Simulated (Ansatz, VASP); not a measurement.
Two plane-wave programs on Ge

```xyz
2
Lattice="0.0000 2.8011 2.8011 2.8011 0.0000 2.8011 2.8011 2.8011 0.0000" Properties=species:S:1:pos:R:3 pbc="T T T"
Ge    0.0000    0.0000    0.0000
Ge    1.4005    1.4005    1.4005
```

Alike in both runs: task single point; functional HSE06; k mesh 4 × 4 × 4; occupations fermi-dirac, width 0.05 eV; no spin polarisation.

```csv
,VASP,Ansatz
version,VASP 6.6.1,Ansatz 0.2.0 development build
potentials or method,"VASP PAW PBE potentials, release 64 (Ge_d)","plane waves, PAW datasets (generated soft set 1)"
plane-wave cutoff (eV),520,420
valence electrons in the cell,28,28
```

VASP gave:

| Property | Result |
| --- | --- |
| gap on the k mesh at the Fermi level (eV) | 0.99 |

Q: Estimate Ansatz's values.

A: gap on the k mesh at the Fermi level (eV): 0.98.

The k mesh is coarse, so the values compare programs but aren't converged.
